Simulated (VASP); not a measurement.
# CdSe (F-43m) in VASP: settings compared, part 2 of 2

VASP 6.6.1. The steps go on from the part before.

## 4. Single point, PBE, non-collinear spin, zero start, spin-orbit coupling

This run uses another cell than the first one, of 28.87 Å³/atom, 0.970 times its volume.

INCAR

```
SYSTEM = CdSe
PREC = Accurate
ENCUT = 520
EDIFF = 1E-7
ISMEAR = -1
SIGMA = 0.02
LREAL = .FALSE.
LASPH = .TRUE.
NELM = 150
ALGO = Normal
ISIF = 2
LWAVE = .FALSE.
LCHARG = .FALSE.
MAGMOM = 0 0 0 0 0 0
LORBIT = 11
LSORBIT = .TRUE.
GGA_COMPAT = .FALSE.
LORBMOM = .TRUE.
GGA = PE
NBANDS = 30
```

KPOINTS

```
Automatic mesh
0
G
  8 8 8
  0 0 0
```

POSCAR

```
CdSe
1.0
    0.0000000000      3.0678017005      3.0678017005
    3.0678017005      0.0000000000      3.0678017005
    3.0678017005      3.0678017005      0.0000000000
Cd Se
1 1
Direct
    0.0000000000      0.0000000000      0.0000000000
    0.7500000000      0.7500000000      0.7500000000
```

Potentials or basis: VASP PAW PBE potentials, release 64 (Cd, Se).

Run with:

```sh
$ cat potpaw_PBE.64/Cd/POTCAR potpaw_PBE.64/Se/POTCAR > POTCAR
$ mpirun -np 1 vasp_ncl > vasp.out
```

OUTCAR:

```text
SYSTEM = CdSe
   PREC = Accurate
   ENCUT = 520
   EDIFF = 1E-7
   ISMEAR = -1
   LREAL = .FALSE.
   LASPH = .TRUE.
   NELM = 150
   ISIF = 2
   LORBIT = 11
   LSORBIT = .TRUE.
   GGA = PE

 ion  position               nearest neighbor table
   1  0.000  0.000  0.000-   2 2.66   2 2.66   2 2.66   2 2.66
   2  0.750  0.750  0.750-   1 2.66   1 2.66   1 2.66   1 2.66

  LATTYP: Found a face centered cubic cell.
 ALAT       =     6.1356034010

  Lattice vectors:

 A1 = (   0.0000000000,   3.0678017005,   3.0678017005)
 A2 = (   3.0678017005,   0.0000000000,   3.0678017005)
 A3 = (   3.0678017005,   3.0678017005,   0.0000000000)

[... 1084 lines left out ...]
    -0.0000037    -0.0000009     0.0000000    -0.0000009     0.0000000
 l=   3
     0.0000000     0.0000000     0.0000000     0.0000000     0.0000000     0.0000000     0.0000000
     0.0000000     0.0000000     0.0000000     0.0000000     0.0000000     0.0000000     0.0000000
     0.0000000     0.0000000     0.0000000     0.0000000     0.0000000     0.0000000     0.0000000
     0.0000000     0.0000000     0.0000000     0.0000000     0.0000000     0.0000000     0.0000000
     0.0000000     0.0000000     0.0000000     0.0000000     0.0000000     0.0000000     0.0000000
     0.0000000     0.0000000     0.0000000     0.0000000     0.0000000     0.0000000     0.0000000
     0.0000000     0.0000000     0.0000000     0.0000000     0.0000000     0.0000000     0.0000000

 total charge

# of ion       s       p       d       tot
------------------------------------------
    1        0.441   0.301   9.554  10.297
    2        1.445   2.383   0.021   3.848
--------------------------------------------------
tot          1.886   2.684   9.575  14.145

 magnetization (x)

# of ion       s       p       d       tot
------------------------------------------
    1        0.000   0.000   0.000   0.000
    2        0.000  -0.000   0.000   0.000
--------------------------------------------------
tot          0.000   0.000   0.000   0.000

 magnetization (y)

# of ion       s       p       d       tot
------------------------------------------
    1        0.000   0.000  -0.000   0.000
    2        0.000   0.000   0.000   0.000
--------------------------------------------------
tot          0.000   0.000  -0.000   0.000

 magnetization (z)

# of ion       s       p       d       tot
------------------------------------------
    1        0.000  -0.000   0.000   0.000
    2       -0.000   0.000  -0.000   0.000
--------------------------------------------------
tot          0.000  -0.000   0.000   0.000
```

OSZICAR:

```text
N       E                     dE             d eps       ncg     rms          rms(c)
DAV:   1     0.121431422446E+03    0.12143E+03   -0.84878E+03  2588   0.108E+03
DAV:   2     0.503292639961E+00   -0.12093E+03   -0.11537E+03  2816   0.279E+02
DAV:   3    -0.586994134843E+01   -0.63732E+01   -0.63307E+01  3042   0.643E+01
DAV:   4    -0.591648287550E+01   -0.46542E-01   -0.46528E-01  2856   0.537E+00
DAV:   5    -0.591675751225E+01   -0.27464E-03   -0.27463E-03  3008   0.380E-01    0.603E+00
DAV:   6    -0.555483002582E+01    0.36193E+00   -0.48770E-01  3120   0.935E+00    0.479E+00
DAV:   7    -0.553687013977E+01    0.17960E-01   -0.19202E-01  2796   0.297E+00    0.210E+00
DAV:   8    -0.553750285466E+01   -0.63271E-03   -0.16247E-02  2862   0.161E+00    0.534E-01
DAV:   9    -0.553748179267E+01    0.21062E-04   -0.82013E-04  2940   0.384E-01    0.192E-01
DAV:  10    -0.553764272968E+01   -0.16094E-03   -0.53281E-04  2784   0.253E-01    0.434E-02
DAV:  11    -0.553771160984E+01   -0.68880E-04   -0.14598E-04  2884   0.171E-01    0.347E-02
DAV:  12    -0.553772486298E+01   -0.13253E-04   -0.36441E-05  2832   0.517E-02    0.761E-03
DAV:  13    -0.553772466398E+01    0.19900E-06   -0.19662E-06  2922   0.935E-03    0.300E-03
DAV:  14    -0.553772495175E+01   -0.28778E-06   -0.90386E-07  2784   0.550E-03    0.278E-03
DAV:  15    -0.553772501685E+01   -0.65090E-07   -0.24366E-08  2314   0.144E-03
   1 F= -.55377250E+01 E0= -.55377250E+01  d E =-.484008E-07  mag=     0.0000    -0.0000     0.0000
```

stdout:

```text
POSCAR found type information on POSCAR CdSe
 POSCAR found :  2 types and       2 ions
 scaLAPACK will be used
 LDA part: xc-table for (Slater+PW92), standard interpolation
 POSCAR, INCAR and KPOINTS ok, starting setup
 FFT: planning ... GRIDC
 FFT: planning ... GRID_SOFT
 FFT: planning ... GRID
 WAVECAR not read
 entering main loop
```

Run time: 78 s. Hardware: 1 thread of AMD EPYC 9R45 (Zen 5), shared host; peak memory 0.34 GiB.

Results:

```yaml
Free_energy: -5.5377 eV
Pressure: 1.7 GPa
Net_moment: 0.00 μB per cell
Valence_electrons_inside_the_program's_atomic_spheres: Cd 10.30; Se 3.85
```

Moments on the atoms (μB; x, y, z):
```
Cd  0.00 0.00 0.00
Se  0.00 0.00 0.00
```

## 5. Single point, HSE06

This run uses another cell than the first one, of 29.09 Å³/atom, 0.978 times its volume.

POSCAR

```
CdSe
1.0
    0.0000000000      3.0753201517      3.0753201517
    3.0753201517      0.0000000000      3.0753201517
    3.0753201517      3.0753201517      0.0000000000
Cd Se
1 1
Direct
    0.0000000000      0.0000000000      0.0000000000
    0.7500000000      0.7500000000      0.7500000000
```

INCAR.step1

```
SYSTEM = CdSe
PREC = Accurate
ENCUT = 520
EDIFF = 1E-5
ISMEAR = -1
SIGMA = 0.02
LREAL = .FALSE.
LASPH = .TRUE.
NELM = 80
ALGO = Normal
ISIF = 2
LWAVE = .TRUE.
LCHARG = .FALSE.
NBANDS = 16
GGA = PE
```

INCAR.step2

```
SYSTEM = CdSe
PREC = Accurate
ENCUT = 520
EDIFF = 1E-7
ISMEAR = -1
SIGMA = 0.02
LREAL = .FALSE.
LASPH = .TRUE.
NELM = 80
ALGO = Normal
ISIF = 2
LWAVE = .FALSE.
LCHARG = .FALSE.
GGA = PE
LHFCALC = .TRUE.
HFSCREEN = 0.2079
PRECFOCK = Normal
NBANDS = 16
ISTART = 1
```

KPOINTS

```
Automatic mesh
0
G
  4 4 4
  0 0 0
```

Run with:

```sh
$ cat potpaw_PBE.64/Cd/POTCAR potpaw_PBE.64/Se/POTCAR > POTCAR
$ cp INCAR.step1 INCAR
$ mpirun -np 1 vasp_std > vasp.out
$ cp INCAR.step2 INCAR
$ mpirun -np 1 vasp_std > vasp.out
```

Run time: 8 min. Hardware: 1 thread of AMD EPYC 9R45 (Zen 5), shared host; peak memory 0.26 GiB.

Results (log left out):

| Quantity | Value |
| --- | --- |
| Free energy | -6.8143 eV |
| Pressure | 0.2 GPa |
| Band gap on the k mesh | 1.48 eV, direct |

Levels at points of the mesh, in eV from the valence-band top:
```
           k point  band 6  band 7  band 8  band 9  band 10  band 11  band 12  band 13
(0.00, 0.00, 0.00)   -8.71    0.00    0.00    0.00     1.48     6.97     6.97     6.97
(0.50, 0.00, 0.00)   -8.40   -4.46   -0.75   -0.75     3.34     7.45     7.45     8.40
(0.50, 0.50, 0.00)   -8.32   -4.18   -1.86   -1.86     4.01     4.71    10.16    11.38
```

Caveat: the k points lie up to 0.44 Å⁻¹ apart; the PAW data sets were made with another functional, which shifts forces and pressure a little.

## 6. Overview

```tsv
task	level	potentials or basis	spin	cell	k mesh	cutoff (eV)	grid for exact exchange (PRECFOCK)	screening parameter	gap on the mesh (eV)	pressure (GPa)	relaxed volume (Å³/atom)
relaxation of cell and atoms	LDA	VASP PAW LDA potentials, release 64 (Cd, Se)	off	relaxed from a = 4.382 Å, angles 60.0°, 2 atoms	6 × 6 × 6	600	-	-	0.42	0.0	27.31
relaxation of cell and atoms	r2SCAN	VASP PAW PBE potentials, release 64 (Cd, Se)	off	relaxed from a = 4.382 Å, angles 60.0°, 2 atoms	6 × 6 × 6	600	-	-	1.02	0.0	28.95
single point	PBE	VASP PAW PBE potentials, release 64 (Cd, Se)	non-collinear, zero start, SOC	a = 4.339 Å, angles 60.0°, 2 atoms	8 × 8 × 8	520	-	-	-	1.7	-
single point	HSE06	VASP PAW PBE potentials, release 64 (Cd, Se)	off	a = 4.349 Å, angles 60.0°, 2 atoms	4 × 4 × 4	520	Normal	0.2079 1/Å	1.48	0.2	-
```

Alike in all rows: smearing fermi-dirac 0.02 eV.

Caveats: some runs use coarse meshes; the PAW data sets were made with another functional, which shifts forces and pressure a little (some runs).

Total energies depend on the potentials used, so only differences within one code and one set of settings carry meaning.
